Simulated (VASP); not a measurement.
# AlN (I-4m2) in VASP: a series of runs, part 2 of 2

VASP 6.6.1. Earlier steps stand in the parts before.

### Step 3. Single point, HSE06 (uniaxial z strain +3.0%)

POSCAR reads:

```
AlN
1.0
    0.0000000000      2.1848764125      2.2504227048
    2.1848764125      0.0000000000      2.2504227048
    2.1848764125      2.1848764125      0.0000000000
Al N
1 1
Direct
    0.0000000000      0.0000000000      0.0000000000
    0.2500000000      0.2500000000      0.2500000000
```

INCAR.step1 reads:

```
SYSTEM = AlN
PREC     = Accurate       ! precision mode
ENCUT    = 520            ! plane-wave cutoff, eV
EDIFF    = 1E-5           ! SCF threshold, eV
ISMEAR   = 0              ! smearing method
SIGMA    = 0.01           ! smearing width, eV
LREAL    = .FALSE.        ! projectors in reciprocal space
LASPH    = .TRUE.         ! aspherical terms in the spheres
NELM     = 80             ! most SCF steps
ALGO     = Normal         ! electronic algorithm
ISIF     = 2              ! what is computed and relaxed
LWAVE    = .TRUE.         ! write WAVECAR
LCHARG   = .FALSE.        ! write CHGCAR
NBANDS   = 11             ! bands
GGA      = PE             ! functional
```

INCAR.step2 reads:

```
SYSTEM = AlN
PREC     = Accurate       ! precision mode
ENCUT    = 520            ! plane-wave cutoff, eV
EDIFF    = 1E-6           ! SCF threshold, eV
ISMEAR   = 0              ! smearing method
SIGMA    = 0.01           ! smearing width, eV
LREAL    = .FALSE.        ! projectors in reciprocal space
LASPH    = .TRUE.         ! aspherical terms in the spheres
NELM     = 80             ! most SCF steps
ALGO     = Normal         ! electronic algorithm
ISIF     = 2              ! what is computed and relaxed
LWAVE    = .FALSE.        ! write WAVECAR
LCHARG   = .FALSE.        ! write CHGCAR
GGA      = PE             ! functional
LHFCALC  = .TRUE.         ! exact exchange
HFSCREEN = 0.2079         ! screening, 1/A
PRECFOCK = Normal       
NBANDS   = 11             ! bands
ISTART   = 1
```

KPOINTS reads:

```
Automatic mesh
0
G
  8 8 8
  0 0 0
```

Potentials or basis: VASP PAW PBE potentials, release 64 (Al, N).

Launch:

```
$ cat potpaw_PBE.64/Al/POTCAR potpaw_PBE.64/N/POTCAR > POTCAR
$ cp INCAR.step1 INCAR
$ mpirun -np 1 vasp_std > vasp.out
$ cp INCAR.step2 INCAR
$ mpirun -np 1 vasp_std > vasp.out
```

OUTCAR:

```text
SYSTEM = AlN
   PREC = Accurate
   ENCUT = 520
   EDIFF = 1E-6
   ISMEAR = 0
   LREAL = .FALSE.
   LASPH = .TRUE.
   NELM = 80
   ISIF = 2
   GGA = PE
   LHFCALC = .TRUE.
   HFSCREEN = 0.2079
   PRECFOCK = Normal
   ISTART = 1

 ion  position               nearest neighbor table
   1  0.000  0.000  0.000-   2 1.91   2 1.91   2 1.91   2 1.91
   2  0.250  0.250  0.250-   1 1.91   1 1.91   1 1.91   1 1.91

  LATTYP: Found a body centered tetragonal cell.
 ALAT       =     3.0898818547
 C/A-ratio  =     1.4566399692
[... 535 lines left out ...]

  FORCE on cell =-STRESS in cart. coord.  units (eV):
  Direction    XX          YY          ZZ          XY          YZ          ZX
  --------------------------------------------------------------------------------------
  -------------------------------------------------------------------------------------
  Total       -0.6930043     -0.6930043     -1.3277509      0.0000000      0.0000000      0.0000000
  in kB      -51.6771614    -51.6771614    -99.0100634      0.0000000      0.0000000      0.0000000
  external PRESSURE =     -67.4547954 kB  Pullay stress =       0.0000000 kB

 VOLUME and BASIS-vectors are now :
 -----------------------------------------------------------------------------
  energy-cutoff  :      520.00
  volume of cell :       21.49
      direct lattice vectors                 reciprocal lattice vectors
     0.000000000  2.184876412  2.250422705    -0.228845896  0.228845896  0.222180481
     2.184876412  0.000000000  2.250422705     0.228845896 -0.228845896  0.222180481
     2.184876412  2.184876412  0.000000000     0.228845896  0.228845896 -0.222180481

 POSITION                                       TOTAL-FORCE (eV/Angst)
 -----------------------------------------------------------------------------------
      0.00000      0.00000      0.00000        -0.000000     -0.000000     -0.000000
      1.09244      1.09244      1.12521         0.000000      0.000000      0.000000
 -----------------------------------------------------------------------------------
    total drift:                               -0.000000     -0.000000     -0.000000

  FREE ENERGIE OF THE ION-ELECTRON SYSTEM (eV)
  ---------------------------------------------------
  free  energy   TOTEN  =       -17.3755254324 eV

  energy  without entropy=      -17.3755254324  energy(sigma->0) =      -17.37552543
```

OUTCAR.step1:

```text
SYSTEM = AlN
   PREC = Accurate
   ENCUT = 520
   EDIFF = 1E-5
   ISMEAR = 0
   LREAL = .FALSE.
   LASPH = .TRUE.
[... 558 lines left out ...]
      0.00000      0.00000      0.00000        -0.000000     -0.000000     -0.000000
      1.09244      1.09244      1.12521         0.000000      0.000000      0.000000
 -----------------------------------------------------------------------------------
    total drift:                                0.000000      0.000000     -0.000000

  FREE ENERGIE OF THE ION-ELECTRON SYSTEM (eV)
  ---------------------------------------------------
  free  energy   TOTEN  =       -14.8409895056 eV

  energy  without entropy=      -14.8409895056  energy(sigma->0) =      -14.84098951
```

OSZICAR.step1:

```text
N       E                     dE             d eps       ncg     rms          rms(c)
DAV:   1     0.104594165613E+02    0.10459E+02   -0.37842E+03  1338   0.600E+02
DAV:   2    -0.162425067883E+02   -0.26702E+02   -0.25633E+02  1546   0.134E+02
DAV:   3    -0.171589339096E+02   -0.91643E+00   -0.91538E+00  1591   0.238E+01
DAV:   4    -0.171636278869E+02   -0.46940E-02   -0.46937E-02  1499   0.185E+00
DAV:   5    -0.171636830774E+02   -0.55191E-04   -0.55190E-04  1574   0.198E-01    0.848E+00
DAV:   6    -0.148492997919E+02    0.23144E+01   -0.11958E+01  1538   0.171E+01    0.279E+00
DAV:   7    -0.148475744390E+02    0.17254E-02   -0.15563E-01  1445   0.317E+00    0.202E+00
DAV:   8    -0.148424270869E+02    0.51474E-02   -0.29365E-02  1412   0.162E+00    0.591E-01
DAV:   9    -0.148409308933E+02    0.14962E-02   -0.42319E-03  1577   0.386E-01    0.234E-01
DAV:  10    -0.148409795173E+02   -0.48624E-04   -0.45940E-04  1448   0.137E-01    0.160E-02
DAV:  11    -0.148409897379E+02   -0.10221E-04   -0.11424E-05  1505   0.251E-02    0.171E-02
DAV:  12    -0.148409895056E+02    0.23234E-06   -0.71078E-07   721   0.621E-03
   1 F= -.14840990E+02 E0= -.14840990E+02  d E =-.977386E-38
```

Wall time 43 min (1 thread of Oxide Virtual Turin-like, shared host); peak memory 0.23 GiB.

What came out:

- Free energy: -17.3755 eV
- Pressure: -6.7 GPa
- Band gap on the k mesh: 4.44 eV (least direct gap 5.20 eV)

Caveat: the cell differs from its parent crystal (uniaxial z strain +3.0%); the cell stands under tension; the PAW data sets were made with another functional, which shifts forces and pressure a little. A k mesh can miss the band edges.
